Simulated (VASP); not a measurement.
Input of a VASP 6.6.1 run:

Contents of INCAR:

```
PREC = Accurate
ENCUT = 520
EDIFF = 1E-6
ISMEAR = 0
SIGMA = 0.15
LREAL = F
LASPH = T
NELM = 100
ALGO = Fast
ISIF = 2
LWAVE = F
LCHARG = F
GGA = PE
NBANDS = 16
```

File KPOINTS:

```
Automatic mesh
0
Gamma
  18 18 12
```

Contents of POSCAR:

```
Ir
1.0
    2.7513778946      0.0000000000      0.0000000000
   -1.3756889473      2.3827631521      0.0000000000
    0.0000000000      0.0000000000      4.2837984000
Ir
2
Direct
    0.6666666667      0.3333333333      0.7500000000
    0.3333333333      0.6666666667      0.2500000000
```

Potentials or basis: VASP PAW PBE potentials, release 64 (Ir).

Launch:

```console
$ cat potpaw_PBE.64/Ir/POTCAR > POTCAR
$ mpirun -np 1 vasp_std > vasp.out
```

Estimate the pressure.

15.5 GPa.

Predict the band gap on the k mesh.

zero (band 9 reaches 11.64 eV, above the bottom of band 10 at 8.29 eV).

Stress tensor (GPa, compression positive):
```
 9.84  0.00  0.00
 0.00  9.84  0.00
 0.00  0.00 26.92
```

Caveat: the cell differs from its parent crystal (strain +0.000 along x and y, -0.040 along z); spin-orbit coupling is left out, which moves the levels of the heavy elements.
